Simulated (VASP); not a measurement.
# SiGe: single point with r2SCAN

Crystal: SiGe.

```xyz
4
Lattice="3.7804 0.0000 0.0000 -1.8902 3.2739 0.0000 0.0000 0.0000 6.2645" Properties=species:S:1:pos:R:3 pbc="T T T"
Si    1.8902    1.0913    5.4755
Si    0.0000    2.1826    2.3432
Ge    1.8902    1.0913    3.1382
Ge    0.0000    2.1826    0.0060
```

```yaml
Program: VASP 6.6.1
Task: single point
Functional: r2SCAN
Potentials_or_basis: VASP PAW PBE potentials, release 64 (Si, Ge_d)
Cutoff: 520 eV
k_mesh: 12 × 12 × 4
Occupations: gaussian, width 0.02 eV
Spin: no spin polarisation
```

| Quantity | Value |
| --- | --- |
| Pressure | 9.7 GPa |
| Band gap on the k mesh | 0.50 eV (least direct gap 1.09 eV) |

Stress tensor (GPa, compression positive):
```
9.77 0.00 0.00
0.00 9.77 0.00
0.00 0.00 9.65
```

Levels at points of the mesh, in eV from the valence-band top:
| k point | band 14 | band 15 | band 16 | band 17 | band 18 | band 19 | band 20 | band 21 | band 22 | band 23 |
| --- | --- | --- | --- | --- | --- | --- | --- | --- | --- | --- |
| (0.00, 0.00, 0.00) | -1.83 | -1.83 | -0.44 | 0.00 | 0.00 | 1.09 | 2.17 | 2.17 | 2.39 | 3.54 |
| (0.50, 0.00, 0.00) | -6.96 | -5.46 | -3.67 | -3.52 | -1.78 | 0.50 | 2.52 | 3.45 | 3.52 | 4.79 |
| (0.00, 0.00, 0.50) | -5.00 | -1.13 | -1.13 | -1.13 | -1.13 | 1.92 | 1.92 | 3.34 | 3.34 | 3.34 |
| (0.50, 0.00, 0.50) | -8.35 | -3.00 | -3.00 | -2.92 | -2.92 | 0.93 | 0.93 | 1.95 | 1.95 | 6.36 |

Wall time 7 min on 1 thread of Oxide Virtual Turin-like Processor, with other jobs on the host, peak memory 0.22 GiB.

Caveat: the cell stands under pressure; semilocal functionals underestimate gaps, and a narrow one can read as zero; the PAW data sets were made with another functional, which shifts forces and pressure a little. A k mesh can miss the band edges.
